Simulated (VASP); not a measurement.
Here is a VASP 6.6.1 calculation.

File INCAR:

```
SYSTEM = Nb
ALGO = Fast
EDIFF = 1E-6
ENCUT = 520
ISIF = 2
ISMEAR = 0
LASPH = .True.
LCHARG = .False.
LREAL = .False.
LWAVE = .False.
NBANDS = 12
NELM = 100
PREC = Accurate
SIGMA = 0.1
```

Contents of KPOINTS:

```
k-points
0
Gamma
  8 8 8
  0 0 0
```

File POSCAR:

```
Nb
1.0
   -1.6588161900      1.6588161900      1.6588161900
    1.6588161900     -1.6588161900      1.6588161900
    1.6588161900      1.6588161900     -1.6588161900
Nb
1
Direct
    0.0000000000      0.0000000000      0.0000000000
```

Potentials or basis: VASP PAW LDA potentials, release 64 (Nb_sv).

Run with:

```bash
$ cat potpaw_LDA.64/Nb_sv/POTCAR > POTCAR
$ mpirun -np 1 vasp_std > vasp.out
```

(1) Estimate the band gap on the k mesh.

(2) Estimate the pressure.

Answers

(1) zero (an odd number of electrons rules out a gap without spin polarisation).

(2) -10.6 GPa.

Caveat: the cell stands under tension.
